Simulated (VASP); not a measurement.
Runs of VASP 6.6.1 on Zn. The structure is that of space group Fd-3m (No. 227), or close to it. The cells are those of the table. 

| cell | k mesh | gap on the mesh (eV) | pressure (GPa) |
| --- | --- | --- | --- |
| a = 3.831 Å, angles 60.0°, 2 atoms | 11 × 11 × 11 | none | 6.8 |
| a = 3.888 Å, angles 60.0°, 2 atoms | 11 × 11 × 11 | none | 4.1 |
| a = 3.943 Å, angles 60.0°, 2 atoms | 11 × 11 × 11 | none | (b) |
| a = 4.050 Å, angles 60.0°, 2 atoms | 11 × 11 × 11 | none | -1.0 |
| a = 4.151 Å, angles 60.0°, 2 atoms | 11 × 11 × 11 | none | -2.8 |
| a = 4.101 Å, angles 60.0°, 2 atoms | 11 × 11 × 11 | none | (a) |
| a = 3.997 Å, angles 60.0°, 2 atoms | 11 × 11 × 11 | none | 0.3 |
| a = 3.997 Å, angles 60.0°, 2 atoms | 16 × 16 × 16 | none | 0.3 |

Alike in all rows: task single point; level PBEsol; potentials or basis VASP PAW PBE potentials, release 64 (Zn); no spin polarisation; cutoff (eV) 520; smearing fermi-dirac 0.1 eV.

Fill in the values left out.

(a) -2.0; (b) 1.9.

Caveats: the PAW data sets were made with another functional, which shifts forces and pressure a little.

A gap of «none» marks levels without a gap at the run's occupations.
